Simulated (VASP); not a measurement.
Runs of VASP 6.6.1 on AlNi (WC type). The structure is that of space group P-6m2 (No. 187), or close to it. The cells are those of the table. 

```csv
task,cell,cutoff (eV),gap on the mesh (eV),pressure (GPa)
relaxation of cell and atoms,"relaxed to 140 GPa from a = 2.757, b = 2.757, c = 2.701 Å, angles 90.0, 90.0, 120.0°, 2 atoms",600,none,140.1
single point,"a = 2.370, b = 2.370, c = 3.450 Å, angles 90.0, 90.0, 120.0°, 2 atoms",520,none,139.9
single point,"a = 2.369, b = 2.369, c = 3.448 Å, angles 90.0, 90.0, 120.0°, 2 atoms",520,none,(a)
relaxation of cell and atoms,"relaxed to 140 GPa from a = 2.370, b = 2.370, c = 3.450 Å, angles 90.0, 90.0, 120.0°, 2 atoms",600,none,140.0
```

Alike in all rows: level PBE; potentials or basis VASP PAW PBE potentials, release 64 (Ni, Al); no spin polarisation; k mesh 16 × 16 × 14; smearing fermi-dirac 0.05 eV.

Problem. Estimate the missing entries.

Solution. (a) 140.6.

Caveats: the cell is relaxed towards a set pressure, so the enthalpy falls and the energy may rise (some runs).

A gap of «none» marks levels without a gap at the run's occupations.
